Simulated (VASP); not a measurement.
# ScTaN (P-3m1) in VASP: a series of runs

The runs below take ScTaN through single point, with r2SCAN, LDA, PBEsol.

Program: VASP 6.6.1. These are calculated values, not measurements. Logs are shortened: lines on timing, memory, paths and dates and some standing lists are left out, and cuts for length are marked.

**1. The cell of the first run**

It takes space group P-3m1 (No. 164, trigonal). The conventional cell has a = 3.071 Å, b = 3.071 Å, c = 10.297 Å, α = 90.00°, β = 90.00°, γ = 120.00°. Within 2.9 Å of Ta (site symmetry 3m) lie 3 N at 2.19 Å. Within 4.0 Å of Sc (site symmetry -3m) lie 6 Sc at 3.07 Å and 6 Ta at 3.09 Å. Sc (site symmetry -3m) has 6 N at 2.22 Å within 2.9 Å. Within 2.9 Å of N (site symmetry 3m) lie 3 Ta at 2.19 Å and 3 Sc at 2.22 Å.

**2. Single point, r2SCAN**

The input, POSCAR:

```
ScTaN
1.0
    3.0714206780      0.0000000000      0.0000000000
   -1.5357103390      2.6599283329      0.0000000000
    0.0000000000      0.0000000000     10.2970088463
Ta Sc N
2 2 2
Direct
    0.3333333333      0.6666666667      0.2455406532
    0.6666666667      0.3333333333      0.7544593468
    0.0000000000      0.0000000000      0.0000000000
    0.0000000000      0.0000000000      0.5000000000
    0.3333333333      0.6666666667      0.6290112854
    0.6666666667      0.3333333333      0.3709887146
```

The input, INCAR.step1:

```
SYSTEM = ScTaN
  PREC = Accurate
  ENCUT = 770
  ISMEAR = -1
  SIGMA = 0.05
  LREAL = .False.
  LASPH = .True.
  NELM = 120
  NBANDS = 38
  GGA = PE
  ALGO = Normal
  EDIFF = 1E-5
  LWAVE = .True.
  LCHARG = .False.
  GGA_COMPAT = .False.
```

The input, INCAR.step2:

```
SYSTEM = ScTaN
  PREC = Accurate
  ENCUT = 770
  EDIFF = 1E-6
  ISMEAR = -1
  SIGMA = 0.05
  LREAL = .False.
  LASPH = .True.
  NELM = 120
  ALGO = Normal
  ISIF = 2
  LWAVE = .False.
  LCHARG = .False.
  METAGGA = R2SCAN
  LMIXTAU = .True.
  NBANDS = 38
  ISTART = 1
  GGA_COMPAT = .False.
```

The input, KPOINTS:

```
regular mesh
0
Gamma
  10 10 3
  0 0 0
```

Potentials or basis: VASP PAW PBE potentials, release 64 (Ta_sv_GW, Sc_sv, N).

The run is started by

```
cat potpaw_PBE.64/Ta_sv_GW/POTCAR potpaw_PBE.64/Sc_sv/POTCAR potpaw_PBE.64/N/POTCAR > POTCAR
cp INCAR.step1 INCAR
mpirun -np 1 vasp_std > vasp.out
cp INCAR.step2 INCAR
mpirun -np 1 vasp_std > vasp.out
```

OUTCAR:

```text
SYSTEM = ScTaN
   PREC = Accurate
   ENCUT = 770
   EDIFF = 1E-6
   ISMEAR = -1
   LREAL = .False.
   LASPH = .True.
   NELM = 120
   ISIF = 2
   METAGGA = R2SCAN
   ISTART = 1

 ion  position               nearest neighbor table
   1  0.333  0.667  0.246-   6 2.19   6 2.19   6 2.19   3 3.09   3 3.09   3 3.09   4 3.16   4 3.16
                             4 3.16
   2  0.667  0.333  0.754-   5 2.19   5 2.19   5 2.19   3 3.09   3 3.09   3 3.09   4 3.16   4 3.16
                             4 3.16
   3  0.000  0.000  0.000-   1 3.09   2 3.09   2 3.09   1 3.09   2 3.09   1 3.09
   4  0.000  0.000  0.500-   5 2.22   6 2.22   6 2.22   5 2.22   6 2.22   5 2.22   1 3.16   2 3.16
                             1 3.16   2 3.16   2 3.16   1 3.16
   5  0.333  0.667  0.629-   2 2.19   2 2.19   2 2.19   4 2.22   4 2.22   4 2.22
   6  0.667  0.333  0.371-   1 2.19   1 2.19   1 2.19   4 2.22   4 2.22   4 2.22

  LATTYP: Found a hexagonal cell.
 ALAT       =     3.0714206780
 C/A-ratio  =     3.3525231239

  Lattice vectors:

 A1 = (   3.0714206780,   0.0000000000,   0.0000000000)
 A2 = (  -1.5357103390,   2.6599283329,   0.0000000000)
 A3 = (   0.0000000000,   0.0000000000,  10.2970088463)

Analysis of symmetry for initial positions (statically):
=====================================================================
 Subroutine PRICEL returns:
 Original cell was already a primitive cell.

 Routine SETGRP: Setting up the symmetry group for a
 hexagonal supercell.

 Subroutine GETGRP returns: Found 12 space group operations
 (whereof 12 operations were pure point group operations)
 out of a pool of 24 trial point group operations.

The static configuration has the point symmetry D_3d.

Analysis of symmetry for dynamics (positions and initial velocities):
=====================================================================
 Subroutine PRICEL returns:
 Original cell was already a primitive cell.

 Routine SETGRP: Setting up the symmetry group for a
 hexagonal supercell.

 Subroutine GETGRP returns: Found 12 space group operations
 (whereof 12 operations were pure point group operations)
 out of a pool of 24 trial point group operations.

The dynamic configuration has the point symmetry D_3d.

 Subroutine INISYM returns: Found 12 space group operations
 (whereof 12 operations are pure point group operations),
 and found     1 'primitive' translations

----------------------------------------------------------------------------------------

                                     Primitive cell

  volume of cell :      84.1241

  direct lattice vectors                    reciprocal lattice vectors
     3.071420678  0.000000000  0.000000000     0.325582232  0.187974989  0.000000000
    -1.535710339  2.659928333  0.000000000     0.000000000  0.375949979  0.000000000
     0.000000000  0.000000000 10.297008846     0.000000000  0.000000000  0.097115581

  length of vectors
     3.071420678  3.071420678 10.297008846     0.375949979  0.375949979  0.097115581

  position of ions in fractional coordinates (direct lattice)
     0.333333333  0.666666667  0.245540653
     0.666666667  0.333333333  0.754459347
     0.000000000  0.000000000  0.000000000
     0.000000000  0.000000000  0.500000000
     0.333333333  0.666666667  0.629011285
     0.666666667  0.333333333  0.370988715

  ion indices of the primitive-cell ions
   primitive index   ion index
                 1           1
                 2           2
                 3           3
                 4           4
                 5           5
                 6           6

----------------------------------------------------------------------------------------

 KPOINTS: regular mesh

Automatic generation of k-mesh.
 Grid dimensions read from file:
 generate k-points for:   10   10    3

 Generating k-lattice:

  Cartesian coordinates                     Fractional coordinates (reciprocal lattice)
     0.032558223  0.018797499  0.000000000     0.100000000  0.000000000  0.000000000
     0.000000000  0.037594998  0.000000000     0.000000000  0.100000000  0.000000000
     0.000000000  0.000000000  0.032371860     0.000000000  0.000000000  0.333333333

  Length of vectors
     0.037594998  0.037594998  0.032371860

  Shift w.r.t. Gamma in fractional coordinates (k-lattice)
     0.000000000  0.000000000  0.000000000

 Subroutine IBZKPT returns following result:
 ===========================================

 Found     36 irreducible k-points:

 Following reciprocal coordinates:
            Coordinates               Weight
  0.000000  0.000000  0.000000      1.000000
  0.100000  0.000000  0.000000      6.000000
  0.200000  0.000000  0.000000      6.000000
  0.300000 -0.000000  0.000000      6.000000
  0.400000 -0.000000  0.000000      6.000000
  0.500000  0.000000  0.000000      3.000000
[... 16 lines left out ...]
  0.000000  0.400000  0.333333      6.000000
  0.500000  0.000000  0.333333      6.000000
 [... further k-points ...]
[... 32 lines left out ...]
   EFERMI =   0.00;   METHOD = LEGACY
   ISMEAR =    -1;   SIGMA  =   0.05  broadening in eV -4-tet -1-fermi 0-gaus
   EFERMI_NEDOS =   21; number of points for ismear=-14 and -15
   IALGO  =     38    algorithm
   IMIX   =      4    mixing-type and parameters
     AMIX     =   0.40;   BMIX     =  1.00
     AMIX_MAG =   1.60;   BMIX_MAG =  1.00
  volume/ion in A,a.u.               =      14.02        94.62
  Fermi-wavevector in a.u.,A,eV,Ry     =   1.446252  2.733021 28.458566  2.091646
  Thomas-Fermi vector in A             =   2.564342
   LORBIT       =      0    0 simple, 1 ext, 2 COOP (PROOUT), +10 PAW based schemes
   METAGGA = R2SCAN    functional components
   LHFCALC =     F    Hartree Fock is set to
   AEXX    =    0.0000 exact exchange contribution
   IVDW    =     0    specifies the selected vdW correction
   LEPSILON=     F    determine dielectric tensor
   LRPA    =     F    only Hartree local field effects (RPA)
 non-spin polarized calculation
  energy-cutoff  :      770.00
  volume of cell :       84.12
 maximum number of plane-waves:      4112
   NGX = 13   NGY = 13   NGZ = 47

 number of electron      57.9999998 magnetization

 Free energy of the ion-electron system (eV)
  ---------------------------------------------------
  ext. energy  EPLUGINS =         0.00000000
  ---------------------------------------------------
  free energy    TOTEN  =      -150.22710119 eV

  energy without entropy =     -150.20175029  energy(sigma->0) =     -150.21442574

 E-fermi :   8.4737     XC(G=0): -13.1313

 val. band max:        8.4205154753   @ k =   0.2000   0.0000   0.0000
 cond. band min:       8.4907692726   @ k =   0.3000   0.2000   0.3333
 fundamental gap:      0.0702537974
 Fermi energy:         8.4736869350

 k-point     1 :       0.0000    0.0000    0.0000
  band No.  band energies     occupation
      1     -61.7096      2.00000
      2     -61.7096      2.00000
      3     -42.9333      2.00000
      4     -42.3497      2.00000
      5     -27.5447      2.00000
      6     -27.5305      2.00000
[... 30 lines left out ...]
     37      11.1097      0.00000
     38      11.2613      0.00000

 k-point     2 :       0.1000    0.0000    0.0000
  band No.  band energies     occupation
      1     -61.7054      2.00000
      2     -61.7054      2.00000
      3     -42.9241      2.00000
      4     -42.3414      2.00000
      5     -27.5326      2.00000
      6     -27.5200      2.00000
[... 30 lines left out ...]
     37      11.4586      0.00000
     38      11.5251      0.00000

 k-point     3 :       0.2000    0.0000    0.0000
  band No.  band energies     occupation
      1     -61.6944      2.00000
      2     -61.6943      2.00000
      3     -42.8999      2.00000
      4     -42.3196      2.00000
      5     -27.5026      2.00000
      6     -27.4941      2.00000
[... 30 lines left out ...]
     37      11.3720      0.00000
[... 781 lines left out ...]
 k-point    23 :       0.0000    0.4000    0.3333
  band No.  band energies     occupation
      1     -61.6696      2.00000
      2     -61.6696      2.00000
      3     -42.8453      2.00000
      4     -42.2706      2.00000
      5     -27.7218      2.00000
      6     -27.7202      2.00000
[... 30 lines left out ...]
     37      12.7598      0.00000
     38      12.9824      0.00000

 k-point    24 :       0.5000    0.0000    0.3333
  band No.  band energies     occupation
      1     -61.6654      2.00000
      2     -61.6654      2.00000
      3     -42.8359      2.00000
      4     -42.2622      2.00000
      5     -27.7815      2.00000
      6     -27.7796      2.00000
[... 30 lines left out ...]
     37      13.2801      0.00000
     38      13.3693      0.00000

 [... further k-points ...]

------------------------ aborting loop because EDIFF is reached ----------------------------------------

  FORCE on cell =-STRESS in cart. coord.  units (eV):
  Direction    XX          YY          ZZ          XY          YZ          ZX
  --------------------------------------------------------------------------------------
  -------------------------------------------------------------------------------------
  Total        0.2986227      0.2986227      0.4082875      0.0000000      0.0000000      0.0000000
  in kB        5.6873912      5.6873912      7.7760011      0.0000000      0.0000000      0.0000000
  external PRESSURE =       6.3835945 kB  Pullay stress =       0.0000000 kB

 VOLUME and BASIS-vectors are now :
 -----------------------------------------------------------------------------
  energy-cutoff  :      770.00
  volume of cell :       84.12
      direct lattice vectors                 reciprocal lattice vectors
     3.071420678  0.000000000  0.000000000     0.325582232  0.187974989  0.000000000
    -1.535710339  2.659928333  0.000000000     0.000000000  0.375949979  0.000000000
     0.000000000  0.000000000 10.297008846     0.000000000  0.000000000  0.097115581

 POSITION                                       TOTAL-FORCE (eV/Angst)
 -----------------------------------------------------------------------------------
     -0.00000      1.77329      2.52833         0.000000      0.000000     -0.027383
      1.53571      0.88664      7.76867        -0.000000      0.000000      0.027383
      0.00000      0.00000      0.00000         0.000000      0.000000     -0.000000
      0.00000      0.00000      5.14850         0.000000      0.000000     -0.000000
     -0.00000      1.77329      6.47693        -0.000000      0.000000      0.077694
      1.53571      0.88664      3.82007         0.000000     -0.000000     -0.077694
 -----------------------------------------------------------------------------------
    total drift:                               -0.000000      0.000000      0.000000

  FREE ENERGIE OF THE ION-ELECTRON SYSTEM (eV)
  ---------------------------------------------------
  free  energy   TOTEN  =      -150.2271011936 eV

  energy  without entropy=     -150.2017502918  energy(sigma->0) =     -150.21442574
```

It took 19 min on 1 thread of Intel Xeon Platinum 8488C (Sapphire Rapids), shared host; peak memory 0.43 GiB.

Results:

| Quantity | Value |
| --- | --- |
| Free energy | -150.2271 eV |
| Pressure | 0.6 GPa |
| Largest force | 0.078 eV/Å |
| Band gap on the k mesh | zero (bands 29 and 30 overlap by 0.89 eV) |

Forces in eV/Å, atoms in the order of the input:
```
Ta   0.000  0.000 -0.027
Ta   0.000  0.000  0.027
Sc   0.000  0.000  0.000
Sc   0.000  0.000  0.000
N    0.000  0.000  0.078
N    0.000  0.000 -0.078
```

Levels at points of the mesh, in eV from the Fermi level:
```tsv
k point	band 27	band 28	band 29	band 30	band 31	band 32
(0.00, 0.00, 0.00)	-1.36	0.65	0.69	0.69	1.00	1.56
(0.50, 0.00, 0.00)	-1.31	-0.97	-0.55	0.46	0.56	2.19
```

Caveat: the PAW data sets were made with another functional, which shifts forces and pressure a little; spin-orbit coupling is left out, which moves the levels of the heavy elements.

**3. Single point, LDA**

This run uses another cell than the first one, of 13.41 Å³/atom.

The input, INCAR:

```
ALGO = Normal ; EDIFF = 1E-6
ENCUT = 700 ; GGA_COMPAT = False
ISIF = 2 ; ISMEAR = -1
LASPH = True ; LCHARG = True
LELF = True ; LREAL = False
LVHAR = True ; LWAVE = False
NBANDS = 38 ; NELM = 120
PREC = Accurate ; SIGMA = 0.05
```

The input, KPOINTS:

```
k-points
0
Gamma
  10 10 3
```

The input, POSCAR:

```
ScTaN
1.0
    3.0293509057      0.0000000000      0.0000000000
   -1.5146754528      2.6234948413      0.0000000000
    0.0000000000      0.0000000000     10.1213845207
Ta Sc N
2 2 2
Direct
    0.3333333333      0.6666666667      0.2453960552
    0.6666666667      0.3333333333      0.7546039448
    0.0000000000      0.0000000000      0.0000000000
    0.0000000000      0.0000000000      0.5000000000
    0.3333333333      0.6666666667      0.6301019093
    0.6666666667      0.3333333333      0.3698980907
```

Potentials or basis: VASP PAW LDA potentials, release 64 (Ta_sv_GW, Sc_sv, N).

The run is started by

```
cat potpaw_LDA.64/Ta_sv_GW/POTCAR potpaw_LDA.64/Sc_sv/POTCAR potpaw_LDA.64/N/POTCAR > POTCAR
mpirun -np 1 vasp_std > vasp.out
```

Run time: 3.5 min. Hardware: 1 thread of Intel Xeon Platinum 8488C (Sapphire Rapids), shared host; peak memory 0.31 GiB.

Results (log left out):

| Property | Result |
| --- | --- |
| Free energy | -69.4706 eV |
| Pressure | 0.9 GPa |
| Largest force | 0.048 eV/Å |
| Band gap on the k mesh | zero (bands 29 and 30 overlap by 0.78 eV) |

Forces in eV/Å, atoms in the order of the input:
```
Ta   0.000  0.000 -0.048
Ta   0.000  0.000  0.048
Sc   0.000  0.000  0.000
Sc   0.000  0.000  0.000
N    0.000  0.000  0.032
N    0.000  0.000 -0.032
```

Levels at points of the mesh, in eV from the Fermi level:
```csv
k point,band 25,band 26,band 27,band 28,band 29,band 30,band 31,band 32,band 33,band 34
"(0.00, 0.00, 0.00)",-3.80,-1.30,-1.18,0.53,0.53,0.77,0.81,1.44,1.44,1.76
"(0.50, 0.00, 0.00)",-2.87,-1.80,-1.25,-0.87,-0.29,0.35,0.71,2.05,2.46,3.88
```

Caveat: spin-orbit coupling is left out, which moves the levels of the heavy elements.

**4. Single point, r2SCAN**

This run uses another cell than the first one, of 14.20 Å³/atom.

The input, POSCAR:

```
ScTaN
1.0
    3.0850655424      0.0000000000      0.0000000000
   -1.5425327712      2.6717451321      0.0000000000
    0.0000000000      0.0000000000     10.3401360000
Ta Sc N
2 2 2
Direct
    0.3333333333      0.6666666667      0.2456310000
    0.6666666667      0.3333333333      0.7543690000
    0.0000000000      0.0000000000      0.0000000000
    0.0000000000      0.0000000000      0.5000000000
    0.3333333333      0.6666666667      0.6298410000
    0.6666666667      0.3333333333      0.3701590000
```

INCAR.step1 is that of step 2.

INCAR.step2 is that of step 2.

The input, KPOINTS:

```
Automatic mesh
0
Gamma
  10 10 3
  0 0 0
```

Potentials or basis: VASP PAW PBE potentials, release 64 (Ta_sv_GW, Sc_sv, N).

The run is started by

```
cat potpaw_PBE.64/Ta_sv_GW/POTCAR potpaw_PBE.64/Sc_sv/POTCAR potpaw_PBE.64/N/POTCAR > POTCAR
cp INCAR.step1 INCAR
mpirun -np 1 vasp_std > vasp.out
cp INCAR.step2 INCAR
mpirun -np 1 vasp_std > vasp.out
```

Wall time 10 min (1 thread of Intel Xeon 6975P-C (Granite Rapids), shared host); peak memory 0.42 GiB.

Results (log left out):

* Free energy: -150.2233 eV
* Pressure: -1.9 GPa
* Largest force: 0.053 eV/Å
* Band gap on the k mesh: zero (bands 29 and 30 overlap by 0.89 eV)

Forces on the atoms (eV/Å):
```
Ta   0.000  0.000  0.000
Ta   0.000  0.000  0.000
Sc   0.000  0.000  0.000
Sc   0.000  0.000  0.000
N    0.000  0.000 -0.053
N    0.000  0.000  0.053
```

Stress tensor (GPa, compression positive):
```
-2.00  0.00  0.00
 0.00 -2.00  0.00
 0.00  0.00 -1.81
```

Levels at points of the mesh, in eV from the Fermi level:
| k point | band 27 | band 28 | band 29 | band 30 | band 31 | band 32 |
| --- | --- | --- | --- | --- | --- | --- |
| (0.00, 0.00, 0.00) | -1.32 | 0.69 | 0.70 | 0.70 | 0.98 | 1.55 |
| (0.50, 0.00, 0.00) | -1.29 | -0.95 | -0.55 | 0.43 | 0.56 | 2.18 |

Caveat: the PAW data sets were made with another functional, which shifts forces and pressure a little; spin-orbit coupling is left out, which moves the levels of the heavy elements.

**5. Single point, PBEsol**

This run uses another cell than the first one, of 14.20 Å³/atom.

The input, INCAR:

```
SYSTEM = ScTaN
  PREC = Accurate
  ENCUT = 520
  EDIFF = 1E-6
  ISMEAR = -1
  SIGMA = 0.05
  LREAL = .False.
  LASPH = .True.
  NELM = 100
  ALGO = Normal
  ISIF = 2
  LWAVE = .False.
  LCHARG = .False.
  GGA = PS
  NBANDS = 36
```

The input, KPOINTS:

```
regular mesh
0
Gamma
  10 10 3
  0 0 0
```

POSCAR is that of step 4.

Potentials or basis: VASP PAW PBE potentials, release 64 (Ta_pv, Sc_sv, N).

The run is started by

```
cat potpaw_PBE.64/Ta_pv/POTCAR potpaw_PBE.64/Sc_sv/POTCAR potpaw_PBE.64/N/POTCAR > POTCAR
mpirun -np 1 vasp_std > vasp.out
```

Wall time 2.1 min (1 thread of AMD EPYC 7R13 (Zen 3), shared host); peak memory 0.23 GiB.

The run converged. Its results:

```yaml
Free_energy: -62.3010 eV
Pressure: -6.2 GPa
Largest_force: 0.293 eV/Å
Band_gap_on_the_k_mesh: zero (bands 27 and 28 overlap by 0.77 eV)
```

Forces in eV/Å, atoms in the order of the input:
```
Ta   0.000  0.000  0.293
Ta   0.000  0.000 -0.293
Sc   0.000  0.000  0.000
Sc   0.000  0.000  0.000
N    0.000  0.000  0.134
N    0.000  0.000 -0.134
```

Stress tensor (GPa, compression positive):
```
-6.01  0.00  0.00
 0.00 -6.01  0.00
 0.00  0.00 -6.49
```

Levels at points of the mesh, in eV from the Fermi level:
```csv
k point,band 24,band 25,band 26,band 27,band 28,band 29,band 30,band 31
"(0.00, 0.00, 0.00)",-1.31,-1.28,0.57,0.57,0.75,0.79,1.39,1.39
"(0.50, 0.00, 0.00)",-1.79,-1.17,-0.85,-0.40,0.40,0.51,2.02,2.34
```

Caveat: the cell stands under tension; the PAW data sets were made with another functional, which shifts forces and pressure a little; spin-orbit coupling is left out, which moves the levels of the heavy elements.

**6. Overview**

```tsv
level	potentials or basis	cell	cutoff (eV)	gap on the mesh (eV)	pressure (GPa)	largest force (eV/Å)
r2SCAN	VASP PAW PBE potentials, release 64 (Ta_sv_GW, Sc_sv, N)	a = 3.071, b = 3.071, c = 10.297 Å, angles 90.0, 90.0, 120.0°, 6 atoms, atomic positions A	770	none	0.6	0.08
LDA	VASP PAW LDA potentials, release 64 (Ta_sv_GW, Sc_sv, N)	a = 3.029, b = 3.029, c = 10.121 Å, angles 90.0, 90.0, 120.0°, 6 atoms, atomic positions B	700	none	0.9	0.05
r2SCAN	VASP PAW PBE potentials, release 64 (Ta_sv_GW, Sc_sv, N)	a = 3.085, b = 3.085, c = 10.340 Å, angles 90.0, 90.0, 120.0°, 6 atoms, atomic positions C	770	none	-1.9	0.05
PBEsol	VASP PAW PBE potentials, release 64 (Ta_pv, Sc_sv, N)	a = 3.085, b = 3.085, c = 10.340 Å, angles 90.0, 90.0, 120.0°, 6 atoms, atomic positions C	520	none	-6.2	0.29
```

Alike in all rows: task single point; no spin polarisation; k mesh 10 × 10 × 3; smearing fermi-dirac 0.05 eV.

Caveats: spin-orbit coupling is left out, which moves the levels of the heavy elements; the PAW data sets were made with another functional, which shifts forces and pressure a little (at least some runs); the cell stands under tension (at least some runs).

Total energies depend on the potentials used, so only differences within one code and one set of settings carry meaning.

The gap in the log of VASP goes by the Fermi energy; the results here count the filled bands.